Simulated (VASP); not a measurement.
# TaN (P6_3/mmc) in VASP: further runs

Runs on TaN. Level: PBE. Tasks: single point.

All numbers are computed with VASP 6.6.1; they aren't measurements. Logs are shortened: lines on timing, memory, paths and dates and some standing lists are left out, and cuts for length are marked.

**1. The cell of the first run**

The structure is hexagonal, space group P6_3/mmc (No. 194). Conventional cell: a = 2.900 Å, b = 2.900 Å, c = 6.151 Å, α = 90.00°, β = 90.00°, γ = 120.00°. Ta (site symmetry -3m) has 6 N at 2.27 Å and 6 Ta at 2.90 Å within 3.0 Å. N (site symmetry -6m2) has 6 Ta at 2.27 Å and 6 N at 2.90 Å within 3.0 Å.

**2. Single point, PBE (uniaxial strain along c: +4.0 %, then relaxed in part)**

The input, INCAR:

```
PREC     = Accurate       # precision mode
ENCUT    = 520            # plane-wave cutoff, eV
EDIFF    = 1E-6           # SCF threshold, eV
ISMEAR   = 0              # smearing method
SIGMA    = 0.1            # smearing width, eV
LREAL    = False          # projectors in reciprocal space
LASPH    = True           # aspherical terms in the spheres
NELM     = 60             # most SCF steps
ALGO     = Normal         # electronic algorithm
ISIF     = 2              # what is computed and relaxed
LWAVE    = False          # write WAVECAR
LCHARG   = False          # write CHGCAR
GGA      = PE             # functional
NBANDS   = 24             # bands
```

The input, KPOINTS:

```
regular mesh
0
Gamma
  24 24 10
```

The input, POSCAR:

```
TaN
1.0
    2.9001859957      0.0000000000      0.0000000000
   -1.4500929978      2.5116347480      0.0000000000
    0.0000000000      0.0000000000      6.1514393307
Ta N
2 2
Direct
    0.0000000000      0.0000000000      0.0000000000
    0.0000000000      0.0000000000      0.5000000000
    0.3333333333      0.6666666667      0.2500000000
    0.6666666667      0.3333333333      0.7500000000
```

Potentials or basis: VASP PAW PBE potentials, release 64 (Ta_pv, N).

Launch:

```
cat potpaw_PBE.64/Ta_pv/POTCAR potpaw_PBE.64/N/POTCAR > POTCAR
mpirun -np 1 vasp_std > vasp.out
```

OUTCAR:

```text
PREC = Accurate
   ENCUT = 520
   EDIFF = 1E-6
   ISMEAR = 0
   LREAL = False
   LASPH = True
   NELM = 60
   ISIF = 2
   GGA = PE

 ion  position               nearest neighbor table
   1  0.000  0.000  0.000-   3 2.27   4 2.27   3 2.27   4 2.27   4 2.27   3 2.27   2 3.08   2 3.08

   2  0.000  0.000  0.500-   3 2.27   4 2.27   3 2.27   4 2.27   4 2.27   3 2.27   1 3.08   1 3.08

   3  0.333  0.667  0.250-   1 2.27   2 2.27   1 2.27   2 2.27   1 2.27   2 2.27
   4  0.667  0.333  0.750-   1 2.27   2 2.27   1 2.27   2 2.27   1 2.27   2 2.27

  LATTYP: Found a hexagonal cell.
 ALAT       =     2.9001859957
 C/A-ratio  =     2.1210499395

  Lattice vectors:

 A1 = (   2.9001859957,   0.0000000000,   0.0000000000)
 A2 = (  -1.4500929978,   2.5116347480,   0.0000000000)
 A3 = (   0.0000000000,   0.0000000000,   6.1514393307)

Analysis of symmetry for initial positions (statically):
=====================================================================
 Subroutine PRICEL returns:
 Original cell was already a primitive cell.

 Routine SETGRP: Setting up the symmetry group for a
 hexagonal supercell.

 Subroutine GETGRP returns: Found 24 space group operations
 (whereof 12 operations were pure point group operations)
 out of a pool of 24 trial point group operations.

The static configuration has the point symmetry D_3d.
 The point group associated with its full space group is D_6h.

Analysis of symmetry for dynamics (positions and initial velocities):
=====================================================================
 Subroutine PRICEL returns:
 Original cell was already a primitive cell.

 Routine SETGRP: Setting up the symmetry group for a
 hexagonal supercell.

 Subroutine GETGRP returns: Found 24 space group operations
 (whereof 12 operations were pure point group operations)
 out of a pool of 24 trial point group operations.

The dynamic configuration has the point symmetry D_3d.
 The point group associated with its full space group is D_6h.

 Subroutine INISYM returns: Found 24 space group operations
 (whereof 12 operations are pure point group operations),
 and found     1 'primitive' translations

----------------------------------------------------------------------------------------

                                     Primitive cell

  volume of cell :      44.8084

  direct lattice vectors                    reciprocal lattice vectors
     2.900185996  0.000000000  0.000000000     0.344805472  0.199073532  0.000000000
    -1.450092998  2.511634748  0.000000000     0.000000000  0.398147064  0.000000000
     0.000000000  0.000000000  6.151439331     0.000000000  0.000000000  0.162563580

  length of vectors
     2.900185996  2.900185996  6.151439331     0.398147064  0.398147064  0.162563580

  position of ions in fractional coordinates (direct lattice)
     0.000000000  0.000000000  0.000000000
     0.000000000  0.000000000  0.500000000
     0.333333333  0.666666667  0.250000000
     0.666666667  0.333333333  0.750000000

  ion indices of the primitive-cell ions
   primitive index   ion index
                 1           1
                 2           2
                 3           3
                 4           4

----------------------------------------------------------------------------------------

 KPOINTS: regular mesh

Automatic generation of k-mesh.
 Grid dimensions read from file:
 generate k-points for:   24   24   10

 Generating k-lattice:

  Cartesian coordinates                     Fractional coordinates (reciprocal lattice)
     0.014366895  0.008294730  0.000000000     0.041666667  0.000000000  0.000000000
     0.000000000  0.016589461  0.000000000     0.000000000  0.041666667  0.000000000
     0.000000000  0.000000000  0.016256358     0.000000000  0.000000000  0.100000000

  Length of vectors
     0.016589461  0.016589461  0.016256358

  Shift w.r.t. Gamma in fractional coordinates (k-lattice)
     0.000000000  0.000000000  0.000000000

 Subroutine IBZKPT returns following result:
 ===========================================

[... 53 lines left out ...]
      3     -26.9200      2.00000
      4     -26.8764      2.00000
      5     -26.8574      2.00000
      6     -26.8179      2.00000
[... 16 lines left out ...]
     23      11.6799      0.00000
     24      13.1561      0.00000

 k-point     4 :       0.1250    0.0000    0.0000
  band No.  band energies     occupation
      1     -27.7114      2.00000
      2     -27.1947      2.00000
      3     -27.0133      2.00000
      4     -26.9643      2.00000
      5     -26.8778      2.00000
      6     -26.8375      2.00000
[... 16 lines left out ...]
     23      11.9566      0.00000
     24      13.0377      0.00000

 k-point     5 :       0.1667    0.0000    0.0000
  band No.  band energies     occupation
      1     -27.6851      2.00000
      2     -27.1779      2.00000
      3     -27.1329      2.00000
      4     -27.0771      2.00000
      5     -26.9042      2.00000
      6     -26.8627      2.00000
[... 16 lines left out ...]
     23      12.1415      0.00000
     24      13.2042      0.00000

 k-point     6 :       0.2083    0.0000    0.0000
  band No.  band energies     occupation
      1     -27.6544      2.00000
      2     -27.2692      2.00000
      3     -27.2066      2.00000
      4     -27.1577      2.00000
      5     -26.9348      2.00000
      6     -26.8920      2.00000
[... 16 lines left out ...]
     23      12.4951      0.00000
     24      13.6689      0.00000
[... 379 lines left out ...]
 k-point    21 :       0.3333    0.0417    0.0000
  band No.  band energies     occupation
      1     -27.7368      2.00000
      2     -27.6501      2.00000
      3     -27.5391      2.00000
      4     -27.0853      2.00000
      5     -27.0541      2.00000
      6     -27.0062      2.00000
[... 16 lines left out ...]
     23      13.6842      0.00000
     24      14.5377      0.00000

 k-point    22 :       0.3750    0.0417    0.0000
  band No.  band energies     occupation
      1     -27.8303      2.00000
      2     -27.7399      2.00000
      3     -27.5153      2.00000
      4     -27.0778      2.00000
      5     -27.0700      2.00000
      6     -27.0289      2.00000
[... 16 lines left out ...]
     23      14.0366      0.00000
     24      14.6142      0.00000

 k-point    23 :       0.4167    0.0417    0.0000
  band No.  band energies     occupation
      1     -27.8958      2.00000
      2     -27.8026      2.00000
      3     -27.4983      2.00000
      4     -27.0944      2.00000
      5     -27.0592      2.00000
      6     -27.0448      2.00000
[... 16 lines left out ...]
     23      14.4637      0.00000
     24      14.5624      0.00000

 k-point    24 :       0.4583    0.0417    0.0000
  band No.  band energies     occupation
      1     -27.9295      2.00000
      2     -27.8349      2.00000
      3     -27.4895      2.00000
      4     -27.1030      2.00000
      5     -27.0537      2.00000
      6     -27.0530      2.00000
[... 16 lines left out ...]
     23      14.1485      0.00000
     24      15.2420      0.00000

 [... further k-points ...]
[... 5 lines left out ...]
  --------------------------------------------------------------------------------------
  -------------------------------------------------------------------------------------
  Total        0.1587119      0.1587119     -7.5769192      0.0000000      0.0000000     -0.0000000
  in kB        5.6749365      5.6749365   -270.9219303      0.0000000      0.0000000     -0.0000000
  external PRESSURE =     -86.5240191 kB  Pullay stress =       0.0000000 kB

 VOLUME and BASIS-vectors are now :
 -----------------------------------------------------------------------------
  energy-cutoff  :      520.00
  volume of cell :       44.81
      direct lattice vectors                 reciprocal lattice vectors
     2.900185996  0.000000000  0.000000000     0.344805472  0.199073532  0.000000000
    -1.450092998  2.511634748  0.000000000     0.000000000  0.398147064  0.000000000
     0.000000000  0.000000000  6.151439331     0.000000000  0.000000000  0.162563580

 POSITION                                       TOTAL-FORCE (eV/Angst)
 -----------------------------------------------------------------------------------
      0.00000      0.00000      0.00000        -0.000000      0.000000     -0.000000
      0.00000      0.00000      3.07572        -0.000000      0.000000     -0.000000
     -0.00000      1.67442      1.53786         0.000000      0.000000      0.000000
      1.45009      0.83721      4.61358         0.000000     -0.000000      0.000000
 -----------------------------------------------------------------------------------
    total drift:                               -0.000000      0.000000      0.000000

  FREE ENERGIE OF THE ION-ELECTRON SYSTEM (eV)
  ---------------------------------------------------
  free  energy   TOTEN  =       -43.8801140406 eV

  energy  without entropy=      -43.8754858218  energy(sigma->0) =      -43.87779993
```

It took 6.7 min on 1 thread of Intel Xeon 8259CL, shared host; peak memory 0.44 GiB.

Results:

| Property | Result |
| --- | --- |
| Free energy | -43.8801 eV |
| Pressure | -8.7 GPa |
| Band gap on the k mesh | zero (band 16 reaches 8.21 eV, above the bottom of band 17 at 7.32 eV) |

Stress tensor (GPa, compression positive):
```
  0.57   0.00   0.00
  0.00   0.57   0.00
  0.00   0.00 -27.09
```

Caveat: the cell differs from its parent crystal (uniaxial strain along c: +4.0 %, then relaxed in part); spin-orbit coupling is left out, which moves the levels of the heavy elements.

**3. Single point, PBE (uniaxial strain along c: +6.0 %)**

Changes to INCAR since step 2:

```diff
@@ -2,3 +2,3 @@
 ENCUT    = 520            # plane-wave cutoff, eV
-EDIFF    = 1E-6           # SCF threshold, eV
+EDIFF    = 1E-7           # SCF threshold, eV
 ISMEAR   = 0              # smearing method
```

KPOINTS is that of step 2.

The input, POSCAR:

```
TaN
1.0
    2.8733447720      0.0000000000      0.0000000000
   -1.4366723860      2.4883895664      0.0000000000
    0.0000000000      0.0000000000      6.2697362409
Ta N
2 2
Direct
    0.0000000000      0.0000000000      0.0000000000
    0.0000000000      0.0000000000      0.5000000000
    0.3333333333      0.6666666667      0.2500000000
    0.6666666667      0.3333333333      0.7500000000
```

Potentials or basis: VASP PAW PBE potentials, release 64 (Ta_pv, N).

Launch:

```
cat potpaw_PBE.64/Ta_pv/POTCAR potpaw_PBE.64/N/POTCAR > POTCAR
mpirun -np 1 vasp_std > vasp.out
```

Run time: 6.6 min. Hardware: 1 thread of Intel Xeon 8259CL, shared host; peak memory 0.44 GiB.

It converged, with:

```
Free energy            : -43.6873 eV
Pressure               : -8.8 GPa
Band gap on the k mesh : zero (band 16 reaches 8.05 eV, above the bottom of band 17 at 7.21 eV)
```

Stress tensor (GPa, compression positive):
```
  6.20   0.00   0.00
  0.00   6.20   0.00
  0.00   0.00 -38.84
```

Levels at points of the mesh, in eV from the Fermi level:
```tsv
k point	band 13	band 14	band 15	band 16	band 17	band 18	band 19	band 20
(0.00, 0.00, 0.00)	-3.37	-1.21	-1.21	-0.07	-0.07	1.08	1.08	1.16
(0.50, 0.00, 0.00)	-3.73	-3.46	-2.59	-2.09	2.77	3.75	4.66	5.42
(0.00, 0.00, 0.50)	-2.91	-2.91	-0.94	-0.94	1.19	1.19	1.19	1.19
(0.50, 0.00, 0.50)	-3.48	-3.48	-2.33	-2.33	4.06	4.06	4.86	4.86
```

Caveat: the cell differs from its parent crystal (uniaxial strain along c: +6.0 %); spin-orbit coupling is left out, which moves the levels of the heavy elements.

**4. Single point, PBE (uniaxial strain along c: -2.0 %, then relaxed in part)**

The input, INCAR:

```
PREC = Accurate
ENCUT = 520
EDIFF = 1E-7
ISMEAR = 0
SIGMA = 0.1
LREAL = F
LASPH = T
NELM = 60
ALGO = Normal
ISIF = 2
LWAVE = F
LCHARG = F
GGA = PE
NBANDS = 24
```

KPOINTS is that of step 3.

The input, POSCAR:

```
TaN
1.0
    2.9287579024      0.0000000000      0.0000000000
   -1.4643789512      2.5363787450      0.0000000000
    0.0000000000      0.0000000000      5.7965486001
Ta N
2 2
Direct
    0.0000000000      0.0000000000      0.0000000000
    0.0000000000      0.0000000000      0.5000000000
    0.3333333342      0.6666666658      0.2500000000
    0.6666666658      0.3333333342      0.7500000000
```

Launch:

```
cat potpaw_PBE.64/Ta_pv/POTCAR potpaw_PBE.64/N/POTCAR > POTCAR
mpirun -np 1 vasp_std > vasp.out
```

Wall time 13 min (1 thread of AMD EPYC 7R13, shared host); peak memory 0.4 GiB.

The run converged. Its results:

* Free energy: -43.9845 eV
* Pressure: 5.8 GPa
* Band gap on the k mesh: zero (band 16 reaches 9.00 eV, above the bottom of band 17 at 7.92 eV)

Stress tensor (GPa, compression positive):
```
 0.71  0.00  0.00
 0.00  0.71  0.00
 0.00  0.00 16.01
```

Levels at points of the mesh, in eV from the Fermi level:
| k point | band 12 | band 13 | band 14 | band 15 | band 16 | band 17 | band 18 | band 19 | band 20 | band 21 |
| --- | --- | --- | --- | --- | --- | --- | --- | --- | --- | --- |
| (0.00, 0.00, 0.00) | -4.32 | -3.52 | -2.20 | -2.20 | -0.26 | -0.26 | 0.38 | 0.38 | 2.77 | 3.05 |
| (0.50, 0.00, 0.00) | -5.46 | -4.25 | -3.81 | -3.00 | -1.95 | 2.93 | 3.94 | 4.65 | 5.13 | 5.33 |
| (0.00, 0.00, 0.50) | -4.14 | -4.14 | -4.14 | -0.58 | -0.58 | 0.93 | 0.93 | 0.93 | 0.93 | 4.34 |
| (0.50, 0.00, 0.50) | -5.93 | -4.59 | -4.59 | -2.16 | -2.16 | 3.86 | 3.86 | 4.71 | 4.71 | 5.63 |

Caveat: the cell differs from its parent crystal (uniaxial strain along c: -2.0 %, then relaxed in part); spin-orbit coupling is left out, which moves the levels of the heavy elements.

**5. Single point, PBE (uniaxial strain along c: -2.0 %)**

The input, INCAR:

```
ALGO = Normal ; EDIFF = 1E-7
ENCUT = 520 ; GGA = PE
ISIF = 2 ; ISMEAR = 0
LASPH = T ; LCHARG = T
LELF = T ; LREAL = F
LVHAR = T ; LWAVE = F
NBANDS = 24 ; NELM = 60
PREC = Accurate ; SIGMA = 0.1
```

The input, KPOINTS:

```
k-points
0
Gamma
  24 24 10
```

The input, POSCAR:

```
TaN
1.0
    2.9316867978      0.0000000000      0.0000000000
   -1.4658433989      2.5389152428      0.0000000000
    0.0000000000      0.0000000000      5.7965486001
Ta N
2 2
Direct
    0.0000000000      0.0000000000      0.0000000000
    0.0000000000      0.0000000000      0.5000000000
    0.3333333333      0.6666666667      0.2500000000
    0.6666666667      0.3333333333      0.7500000000
```

Launch:

```
cat potpaw_PBE.64/Ta_pv/POTCAR potpaw_PBE.64/N/POTCAR > POTCAR
mpirun -np 1 vasp_std > vasp.out
```

Run time: 12 min. Hardware: 1 thread of AMD EPYC 7R13, shared host; peak memory 0.4 GiB.

The run converged. Its results:

- Free energy: -43.9847 eV
- Pressure: 5.1 GPa
- Band gap on the k mesh: zero (band 16 reaches 8.98 eV, above the bottom of band 17 at 7.90 eV)

Stress tensor (GPa, compression positive):
```
-0.10  0.00  0.00
 0.00 -0.10  0.00
 0.00  0.00 15.63
```

Levels at points of the mesh, in eV from the Fermi level:
```tsv
k point	band 13	band 14	band 15	band 16	band 17	band 18	band 19	band 20
(0.00, 0.00, 0.00)	-3.51	-2.21	-2.21	-0.27	-0.27	0.38	0.38	2.78
(0.50, 0.00, 0.00)	-4.25	-3.80	-3.00	-1.94	2.92	3.92	4.63	5.11
(0.00, 0.00, 0.50)	-4.15	-4.15	-0.57	-0.57	0.93	0.93	0.93	0.93
(0.50, 0.00, 0.50)	-4.59	-4.59	-2.15	-2.15	3.85	3.85	4.69	4.69
```

Caveat: the cell differs from its parent crystal (uniaxial strain along c: -2.0 %); spin-orbit coupling is left out, which moves the levels of the heavy elements.

**6. Single point, PBE**

This run uses another cell than the first one, of 10.90 Å³/atom, 0.973 times its volume.

The input, INCAR:

```
SYSTEM = TaN
PREC     = Accurate       ! precision mode
ENCUT    = 520            ! plane-wave cutoff, eV
EDIFF    = 1E-6           ! SCF threshold, eV
ISMEAR   = 0              ! smearing method
SIGMA    = 0.1            ! smearing width, eV
LREAL    = .False.        ! projectors in reciprocal space
LASPH    = .True.         ! aspherical terms in the spheres
NELM     = 80             ! most SCF steps
ALGO     = Normal         ! electronic algorithm
ISIF     = 2              ! what is computed and relaxed
LWAVE    = .False.        ! write WAVECAR
LCHARG   = .False.        ! write CHGCAR
GGA      = PE             ! functional
NBANDS   = 24             ! bands
```

The input, KPOINTS:

```
regular mesh
0
Gamma
  24 24 10
  0 0 0
```

The input, POSCAR:

```
TaN
1.0
    2.9171012913      0.0000000000      0.0000000000
   -1.4585506457      2.5262838237      0.0000000000
    0.0000000000      0.0000000000      5.9148455103
Ta N
2 2
Direct
    0.0000000000      0.0000000000      0.0000000000
    0.0000000000      0.0000000000      0.5000000000
    0.3333333333      0.6666666667      0.2500000000
    0.6666666667      0.3333333333      0.7500000000
```

Potentials or basis: VASP PAW PBE potentials, release 64 (Ta_pv, N).

Launch:

```
cat potpaw_PBE.64/Ta_pv/POTCAR potpaw_PBE.64/N/POTCAR > POTCAR
mpirun -np 1 vasp_std > vasp.out
```

It took 11 min on 1 thread of AMD EPYC 7R13, shared host; peak memory 0.4 GiB.

The run converged. Its results:

```
Free energy            : -44.0285 eV
Pressure               : 0.7 GPa
Band gap on the k mesh : zero (band 16 reaches 8.86 eV, above the bottom of band 17 at 7.73 eV)
```

Stress tensor (GPa, compression positive):
```
0.78 0.00 0.00
0.00 0.78 0.00
0.00 0.00 0.62
```

Levels at points of the mesh, in eV from the Fermi level:
```csv
k point,band 12,band 13,band 14,band 15,band 16,band 17,band 18,band 19,band 20,band 21
"(0.00, 0.00, 0.00)",-4.30,-3.49,-1.98,-1.98,-0.22,-0.22,0.57,0.57,2.33,3.14
"(0.50, 0.00, 0.00)",-5.37,-4.14,-3.70,-2.79,-2.13,2.85,3.96,4.83,5.16,5.43
"(0.00, 0.00, 0.50)",-3.84,-3.84,-3.84,-0.66,-0.66,0.99,0.99,0.99,0.99,4.32
"(0.50, 0.00, 0.50)",-5.87,-4.33,-4.33,-2.21,-2.21,3.90,3.90,4.76,4.76,5.65
```

Caveat: spin-orbit coupling is left out, which moves the levels of the heavy elements.

**7. Summary**

| cell | gap on the mesh (eV) | pressure (GPa) |
| --- | --- | --- |
| a = 2.900, b = 2.900, c = 6.151 Å, angles 90.0, 90.0, 120.0°, 4 atoms | none | -8.7 |
| a = 2.873, b = 2.873, c = 6.270 Å, angles 90.0, 90.0, 120.0°, 4 atoms | none | -8.8 |
| a = 2.929, b = 2.929, c = 5.797 Å, angles 90.0, 90.0, 120.0°, 4 atoms | none | 5.8 |
| a = 2.932, b = 2.932, c = 5.797 Å, angles 90.0, 90.0, 120.0°, 4 atoms | none | 5.1 |
| a = 2.917, b = 2.917, c = 5.915 Å, angles 90.0, 90.0, 120.0°, 4 atoms | none | 0.7 |

Alike in all rows: task single point; level PBE; potentials or basis VASP PAW PBE potentials, release 64 (Ta_pv, N); no spin polarisation; k mesh 24 × 24 × 10; cutoff (eV) 520; smearing gaussian 0.1 eV.

Caveats: spin-orbit coupling is left out, which moves the levels of the heavy elements.

Total energies depend on the potentials used, so only differences within one code and one set of settings carry meaning.
